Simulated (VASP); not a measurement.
The system is W.

```
CELL_PARAMETERS angstrom
-1.58234 1.58234 1.58234
1.58234 -1.58234 1.58234
1.58234 1.58234 -1.58234
ATOMIC_POSITIONS crystal
W 0.00000 0.00000 0.00000
```

| Quantity | Value |
| --- | --- |
| Program | VASP 6.6.1 |
| Task | relaxation of cell and atoms |
| Functional | LDA |
| Potentials or basis | VASP PAW LDA potentials, release 64 (W_sv) |
| Cutoff | 600 eV |
| k mesh | 12 × 12 × 12 |
| Occupations | fermi-dirac, width 0.1 eV |
| Spin | no spin polarisation |

At the start: pressure -7.2 GPa; volume 15.85 Å³/atom.

Task: Where does the relaxation end?

Result: Over 3 steps the energy falls by 8.1 meV/atom and the volume is 15.50 Å³/atom (-2.2 %); space group Im-3m (No. 229, to 0.05 Å).

Step by step:
| step | energy change (eV) | largest force (eV/Å) | pressure (GPa) | volume (Å³) |
| --- | --- | --- | --- | --- |
| 1 | 0.0000 | 0.0000 | -7.19 | 15.85 |
| 2 | 0.1057 | 0.0000 | 32.13 | 14.27 |
| 3 | -0.0081 | 0.0000 | -0.27 | 15.50 |

Final structure:
```
CELL_PARAMETERS angstrom
-1.57080 1.57080 1.57080
1.57080 -1.57080 1.57080
1.57080 1.57080 -1.57080
ATOMIC_POSITIONS crystal
W 0.00000 0.00000 0.00000
```
